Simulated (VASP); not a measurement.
# Te5Mo (P-62m) in VASP: relaxation of cell and atoms with PBE

Aim: the relaxation of cell and atoms of Te5Mo with PBE.

All numbers are computed with VASP 6.6.1; they aren't measurements. Logs are shortened: lines on timing, memory, paths and dates and some standing lists are left out, and cuts for length are marked.

### Step 1. The cell of the first run

It takes space group P-62m (No. 189, hexagonal). Conventional cell: a = 8.428 Å, b = 8.428 Å, c = 3.238 Å, α = 90.00°, β = 90.00°, γ = 120.00°. Te (site symmetry m2m) has 2 Mo at 2.70 Å and 6 Te at 3.24 to 3.57 Å within 3.6 Å. Te (site symmetry -6) has 8 Te at 3.24 to 3.57 Å within 4.3 Å. Mo (site symmetry -62m) has 6 Te at 2.70 Å and 2 Mo at 3.24 Å within 3.6 Å.

The cell was generated, and may not be a known phase.

### Step 2. Relaxation of cell and atoms, PBE

Input file INCAR:

```
  ALGO = Normal
  EDIFF = 1E-7
  EDIFFG = -0.01
  ENCUT = 600
  GGA = PE
  IBRION = 2
  ISIF = 3
  ISMEAR = 0
  LASPH = T
  LCHARG = F
  LREAL = F
  LWAVE = F
  NELM = 80
  NSW = 100
  PREC = Accurate
  SIGMA = 0.1
```

Input file KPOINTS:

```
k-points
0
Gamma
  6 6 12
```

Input file POSCAR:

```
Te5Mo
1.0
    8.4283018050      0.0000000000      0.0000000000
   -4.2141509025      7.2991234739      0.0000000000
    0.0000000000      0.0000000000      3.2376149571
Te Mo
5 1
Direct
    0.0000000000      0.2564913335      0.5000000000
    0.7435086665      0.7435086665      0.5000000000
    0.2564913335      0.0000000000      0.5000000000
    0.6666666667      0.3333333333      0.0000000000
    0.3333333333      0.6666666667      0.0000000000
    0.0000000000      0.0000000000      0.0000000000
```

Potentials or basis: VASP PAW PBE potentials, release 64 (Te, Mo_sv).

Launch:

```bash
cat potpaw_PBE.64/Te/POTCAR potpaw_PBE.64/Mo_sv/POTCAR > POTCAR
mpirun -np 1 vasp_std > vasp.out
```

OUTCAR:

```text
EDIFF = 1E-7
   EDIFFG = -0.01
   ENCUT = 600
   GGA = PE
   IBRION = 2
   ISIF = 3
   ISMEAR = 0
   LASPH = T
   LREAL = F
   NELM = 80
   NSW = 100
   PREC = Accurate

 ion  position               nearest neighbor table
   1  0.000  0.256  0.500-   6 2.70   6 2.70   4 3.57   4 3.57   5 3.57   5 3.57
   2  0.744  0.744  0.500-   6 2.70   6 2.70   5 3.57   5 3.57   4 3.57   4 3.57
   3  0.256  0.000  0.500-   6 2.70   6 2.70   5 3.57   5 3.57   4 3.57   4 3.57
   4  0.667  0.333  0.000-   1 3.57   1 3.57   3 3.57   3 3.57   2 3.57   2 3.57
   5  0.333  0.667  0.000-   3 3.57   3 3.57   1 3.57   1 3.57   2 3.57   2 3.57
   6  0.000  0.000  0.000-   3 2.70   3 2.70   1 2.70   1 2.70   2 2.70   2 2.70

  LATTYP: Found a hexagonal cell.
 ALAT       =     8.4283018050
 C/A-ratio  =     0.3841360967

  Lattice vectors:

 A1 = (   8.4283018050,   0.0000000000,   0.0000000000)
 A2 = (  -4.2141509025,   7.2991234739,   0.0000000000)
 A3 = (   0.0000000000,   0.0000000000,   3.2376149571)

Analysis of symmetry for initial positions (statically):
=====================================================================
 Subroutine PRICEL returns:
 Original cell was already a primitive cell.

 Routine SETGRP: Setting up the symmetry group for a
 hexagonal supercell.

 Subroutine GETGRP returns: Found 12 space group operations
 (whereof 12 operations were pure point group operations)
 out of a pool of 24 trial point group operations.

The static configuration has the point symmetry D_3h.

Analysis of symmetry for dynamics (positions and initial velocities):
=====================================================================
 Subroutine PRICEL returns:
 Original cell was already a primitive cell.

 Routine SETGRP: Setting up the symmetry group for a
 hexagonal supercell.

 Subroutine GETGRP returns: Found 12 space group operations
 (whereof 12 operations were pure point group operations)
 out of a pool of 24 trial point group operations.

The dynamic configuration has the point symmetry D_3h.

 Subroutine INISYM returns: Found 12 space group operations
 (whereof 12 operations are pure point group operations),
 and found     1 'primitive' translations

----------------------------------------------------------------------------------------

                                     Primitive cell

  volume of cell :     199.1755

  direct lattice vectors                    reciprocal lattice vectors
     8.428301805  0.000000000  0.000000000     0.118647863  0.068501376  0.000000000
    -4.214150903  7.299123474  0.000000000     0.000000000  0.137002752  0.000000000
     0.000000000  0.000000000  3.237614957     0.000000000  0.000000000  0.308869342

  length of vectors
     8.428301805  8.428301805  3.237614957     0.137002752  0.137002752  0.308869342

  position of ions in fractional coordinates (direct lattice)
     0.000000000  0.256491334  0.500000000
     0.743508666  0.743508666  0.500000000
     0.256491334  0.000000000  0.500000000
     0.666666667  0.333333333  0.000000000
     0.333333333  0.666666667  0.000000000
     0.000000000  0.000000000  0.000000000

  ion indices of the primitive-cell ions
   primitive index   ion index
                 1           1
                 2           2
                 3           3
                 4           4
                 5           5
                 6           6

----------------------------------------------------------------------------------------

 KPOINTS: k-points

Automatic generation of k-mesh.
 Grid dimensions read from file:
 generate k-points for:    6    6   12

 Generating k-lattice:

  Cartesian coordinates                     Fractional coordinates (reciprocal lattice)
     0.019774644  0.011416896  0.000000000     0.166666667  0.000000000  0.000000000
     0.000000000  0.022833792  0.000000000     0.000000000  0.166666667  0.000000000
     0.000000000  0.000000000  0.025739112     0.000000000  0.000000000  0.083333333

  Length of vectors
     0.022833792  0.022833792  0.025739112

  Shift w.r.t. Gamma in fractional coordinates (k-lattice)
     0.000000000  0.000000000  0.000000000

 Subroutine IBZKPT returns following result:
 ===========================================

 Found     49 irreducible k-points:

 Following reciprocal coordinates:
            Coordinates               Weight
  0.000000  0.000000  0.000000      1.000000
  0.166667 -0.000000  0.000000      6.000000
  0.333333 -0.000000  0.000000      6.000000
  0.500000 -0.000000  0.000000      3.000000
  0.166667  0.166667  0.000000      6.000000
  0.333333  0.166667  0.000000     12.000000
[... 16 lines left out ...]
  0.166667 -0.000000  0.250000     12.000000
  0.333333 -0.000000  0.250000     12.000000
 [... further k-points ...]
   k-points           NKPTS =     49   k-points in BZ     NKDIM =     49   number of bands    NBANDS=     26
   number of dos      NEDOS =    301   number of ions     NIONS =      6
   total plane-waves  NPLWV = 137200
   dimension x,y,z NGX =    70 NGY =   70 NGZ =   28
   dimension x,y,z NGXF=   140 NGYF=  140 NGZF=   56
   ions per type =               5   1
   NGX,Y,Z   is equivalent  to a cutoff of  13.81, 13.81, 14.38 a.u.
   NGXF,Y,Z  is equivalent  to a cutoff of  27.61, 27.61, 28.76 a.u.
 SYSTEM =  unknown system
   PREC   = accura    normal or accurate (medium, high low for compatibility)
   ISTART =      0    job   : 0-new  1-cont  2-samecut
   ICHARG =      2    charge: 1-file 2-atom 10-const
   ISPIN  =      1    spin polarized calculation?
   LNONCOLLINEAR =      F non collinear calculations
   LSORBIT =      F    spin-orbit coupling
   LASPH  =      T    aspherical Exc in radial PAW
   ENCUT  =  600.0 eV  44.10 Ry    6.64 a.u.  16.83 16.83  6.47*2*pi/ulx,y,z
   NELM   =     80;   NELMIN=  2; NELMDL= -5     # of ELM steps
   EDIFF  = 0.1E-06   stopping-criterion for ELM
   LREAL  =      F    real-space projection
   EDIFFG = -.1E-01   stopping-criterion for IOM
   NSW    =    100    number of steps for IOM
   IBRION =      2    ionic relax: 0-MD 1-quasi-New 2-CG
   NFREE  =      1    steps in history (QN), initial steepest desc. (CG)
   ISIF   =      3    stress and relaxation
   ISYM   =      2    0-nonsym 1-usesym 2-fastsym
   POTIM  = 0.5000    time-step for ionic-motion
   TEBEG  =    0.0;   TEEND  =   0.0 temperature during run
   PSTRESS=    0.0 pullay stress
   NELECT =      44.0000    total number of electrons
   NUPDOWN=      -1.0000    fix difference up-down
   EMIN   =  10.00;   EMAX   =-10.00  energy-range for DOS
   EFERMI =   0.00;   METHOD = LEGACY
   ISMEAR =     0;   SIGMA  =   0.10  broadening in eV -4-tet -1-fermi 0-gaus
   EFERMI_NEDOS =   21; number of points for ismear=-14 and -15
   IALGO  =     38    algorithm
   IMIX   =      4    mixing-type and parameters
     AMIX     =   0.40;   BMIX     =  1.00
     AMIX_MAG =   1.60;   BMIX_MAG =  1.00
  volume/ion in A,a.u.               =      33.20       224.02
  Fermi-wavevector in a.u.,A,eV,Ry     =   0.989647  1.870162 13.325567  0.979402
  Thomas-Fermi vector in A             =   2.121261
   LORBIT       =      0    0 simple, 1 ext, 2 COOP (PROOUT), +10 PAW based schemes
   GGA     = PE    functional components
   LHFCALC =     F    Hartree Fock is set to
   AEXX    =    0.0000 exact exchange contribution
   IVDW    =     0    specifies the selected vdW correction
   LEPSILON=     F    determine dielectric tensor
   LRPA    =     F    only Hartree local field effects (RPA)
 conjugate gradient relaxation of ions
 non-spin polarized calculation
 Gauss-broadening in eV      SIGMA  =   0.10
  energy-cutoff  :      600.00
  volume of cell :      199.18
 maximum number of plane-waves:      6678
 NGX is ok and might be reduce to    70
   NGX = 33   NGY = 33   NGZ = 13

--------------------------------------- Ionic step        1  -------------------------------------------

 number of electron      43.9999999 magnetization

 Free energy of the ion-electron system (eV)
  ---------------------------------------------------
  ext. energy  EPLUGINS =         0.00000000
  ---------------------------------------------------
  free energy    TOTEN  =       -25.33728759 eV

  energy without entropy =      -25.31603241  energy(sigma->0) =      -25.32666000

------------------------ aborting loop because EDIFF is reached ----------------------------------------

  FORCE on cell =-STRESS in cart. coord.  units (eV):
  Direction    XX          YY          ZZ          XY          YZ          ZX
  --------------------------------------------------------------------------------------
  -------------------------------------------------------------------------------------
  Total       -0.2621971     -0.2621971      0.4482226      0.0000000      0.0000000      0.0000000
  in kB       -2.1091257     -2.1091257      3.6055239      0.0000000      0.0000000      0.0000000
  external PRESSURE =      -0.2042425 kB  Pullay stress =       0.0000000 kB

 VOLUME and BASIS-vectors are now :
 -----------------------------------------------------------------------------
  energy-cutoff  :      600.00
  volume of cell :      199.18
      direct lattice vectors                 reciprocal lattice vectors
     8.428301805  0.000000000  0.000000000     0.118647863  0.068501376  0.000000000
    -4.214150903  7.299123474  0.000000000     0.000000000  0.137002752  0.000000000
     0.000000000  0.000000000  3.237614957     0.000000000  0.000000000  0.308869342
[... 241 lines left out ...]
 POSITION                                       TOTAL-FORCE (eV/Angst)
 -----------------------------------------------------------------------------------
     -1.07755      1.86637      1.63090        -0.026386      0.045701      0.000000
      3.09174      5.35506      1.63090        -0.026386     -0.045701     -0.000000
      2.15510      0.00000      1.63090         0.052771      0.000000     -0.000000
      4.16929      2.40714      0.00000        -0.000000      0.000000     -0.000000
     -0.00000      4.81429      0.00000        -0.000000      0.000000     -0.000000
      0.00000      0.00000      0.00000         0.000000      0.000000     -0.000000
 -----------------------------------------------------------------------------------
    total drift:                                0.000000      0.000000      0.000000

  FREE ENERGIE OF THE ION-ELECTRON SYSTEM (eV)
  ---------------------------------------------------
  free  energy   TOTEN  =       -25.3436490889 eV

  energy  without entropy=      -25.3249015963  energy(sigma->0) =      -25.33427534

--------------------------------------- Ionic step        8  -------------------------------------------

 number of electron      43.9999999 magnetization

 Free energy of the ion-electron system (eV)
  ---------------------------------------------------
  ext. energy  EPLUGINS =         0.00000000
  ---------------------------------------------------
  free energy    TOTEN  =       -25.34409829 eV

  energy without entropy =      -25.32545670  energy(sigma->0) =      -25.33477749

 E-fermi :   5.5096     XC(G=0):  -9.1129

 val. band max:        5.5050125276   @ k =   0.3333   0.1667   0.3333
 cond. band min:       5.5534962410   @ k =   0.3333  -0.0000   0.3333
 fundamental gap:      0.0484837135
 Fermi energy:         5.5095921445

 k-point     1 :       0.0000    0.0000    0.0000
  band No.  band energies     occupation
      1     -55.3112      2.00000
      2     -29.4707      2.00000
      3     -29.4707      2.00000
      4     -29.3370      2.00000
      5      -7.3034      2.00000
      6      -6.1978      2.00000
[... 18 lines left out ...]
     25       7.1916      0.00000
     26       8.2973      0.00000
[... 644 lines left out ...]
      4     -29.4400      2.00000
      5      -6.3467      2.00000
      6      -5.8779      2.00000
[... 18 lines left out ...]
     25       6.4896      0.00000
     26       7.0387      0.00000

 [... further k-points ...]

------------------------ aborting loop because EDIFF is reached ----------------------------------------

  FORCE on cell =-STRESS in cart. coord.  units (eV):
  Direction    XX          YY          ZZ          XY          YZ          ZX
  --------------------------------------------------------------------------------------
  -------------------------------------------------------------------------------------
  Total       -0.0021553     -0.0021553      0.0296943      0.0000000      0.0000000      0.0000000
  in kB       -0.0176140     -0.0176140      0.2426755      0.0000000      0.0000000      0.0000000
  external PRESSURE =       0.0691492 kB  Pullay stress =       0.0000000 kB

 VOLUME and BASIS-vectors are now :
 -----------------------------------------------------------------------------
  energy-cutoff  :      600.00
  volume of cell :      196.05
      direct lattice vectors                 reciprocal lattice vectors
     8.335616252  0.000000000  0.000000000     0.119967135  0.069263058 -0.000000000
    -4.167808126  7.218855431  0.000000000     0.000000000  0.138526115 -0.000000000
     0.000000000  0.000000000  3.258002549     0.000000000 -0.000000000  0.306936531

 POSITION                                       TOTAL-FORCE (eV/Angst)
 -----------------------------------------------------------------------------------
     -1.07996      1.87054      1.62900         0.000102     -0.000176     -0.000000
      3.08785      5.34832      1.62900         0.000102      0.000176      0.000000
     -2.00790      7.21886      1.62900        -0.000204      0.000000      0.000000
      4.16781      2.40629      0.00000        -0.000000      0.000000     -0.000000
     -0.00000      4.81257      0.00000        -0.000000      0.000000     -0.000000
      4.16781      7.21886      0.00000        -0.000000      0.000000     -0.000000
 -----------------------------------------------------------------------------------
    total drift:                                0.000000      0.000000      0.000000

  FREE ENERGIE OF THE ION-ELECTRON SYSTEM (eV)
  ---------------------------------------------------
  free  energy   TOTEN  =       -25.3440982854 eV

  energy  without entropy=      -25.3254566999  energy(sigma->0) =      -25.33477749

 reached required accuracy - stopping structural energy minimisation
```

Wall time 52 min (1 thread of Intel Xeon 8259CL, shared host); peak memory 0.59 GiB.

What came out:

* Free energy: -25.3441 eV
* Relaxed volume: 32.67 Å³/atom
* Relaxed cell: a = 8.336 Å, b = 8.336 Å, c = 3.258 Å, α = 90.00°, β = 90.00°, γ = 120.00°
* Space group after relaxing (to 0.1 Å): P-62m (No. 189)
* Energy gained by relaxing: 1.1 meV/atom
* Ionic steps: 8
* Pressure after relaxing: 0.0 GPa
* Band gap on the k mesh: zero (bands 22 and 23 overlap by 1.52 eV)

The path:
| step | energy change (eV) | largest force (eV/Å) | pressure (GPa) | volume (Å³) |
| --- | --- | --- | --- | --- |
| 1 | 0.0000 | 0.0722 | -0.02 | 199.18 |
| 2 | -0.0026 | 0.0507 | -0.18 | 199.05 |
| 3 | -0.0034 | 0.0280 | -0.34 | 198.91 |
| 4 | -0.0049 | 0.0474 | -0.21 | 198.04 |
| 5 | -0.0058 | 0.0738 | -0.01 | 196.81 |
| 6 | -0.0058 | 0.0785 | 0.02 | 196.60 |
| 7 | -0.0064 | 0.0528 | 0.01 | 196.41 |
| 8 | -0.0068 | 0.0002 | 0.01 | 196.05 |

Final structure:
```xyz
6
Lattice="8.3356 0.0000 0.0000 -4.1678 7.2189 0.0000 0.0000 0.0000 3.2580" Properties=species:S:1:pos:R:3 pbc="T T T"
Te   -1.0800    1.8705    1.6290
Te    3.0879    5.3483    1.6290
Te   -2.0079    7.2189    1.6290
Te    4.1678    2.4063    0.0000
Te    0.0000    4.8126    0.0000
Mo    4.1678    7.2189    0.0000
```

Caveat: spin-orbit coupling is left out, which moves the levels of the heavy elements.

The gap in the log of VASP goes by the Fermi energy; the results here count the filled bands.